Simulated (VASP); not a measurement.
The system is As.

```
CELL_PARAMETERS angstrom
1.88080 1.08588 3.51406
-1.88080 1.08588 3.51406
0.00000 -2.17176 3.51406
ATOMIC_POSITIONS crystal
As 0.77400 0.77400 0.77400
As 0.22600 0.22600 0.22600
```

```yaml
Program: VASP 6.6.1
Task: relaxation of the atoms
Functional: PBE
Dispersion: D3(BJ)
Potentials_or_basis: VASP PAW PBE potentials, release 64 (As)
Cutoff: 520 eV
k_mesh: 12 × 12 × 12
Occupations: gaussian, width 0.1 eV
Spin: no spin polarisation
```

At the start: pressure 0.9 GPa; volume 21.53 Å³/atom.

Question: How do energy, volume and symmetry change on relaxing?

Answer: Over 3 steps the energy falls by 6.7 meV/atom; space group R-3m (No. 166, to 0.05 Å).

Step by step:
```
step  energy change (eV)  largest force (eV/Å)  pressure (GPa)
   1              0.0000                0.4926            0.89
   2             -0.0132                0.0679           -0.33
   3             -0.0135                0.0004           -0.53
```

Final structure:
```
As
1.0
     1.88080    1.08588    3.51406
    -1.88080    1.08588    3.51406
     0.00000   -2.17176    3.51406
As
2
Direct
  0.77137 0.77137 0.77137
  0.22863 0.22863 0.22863
```

Caveat: pairwise dispersion overbinds metals, which lowers pressure and volume.
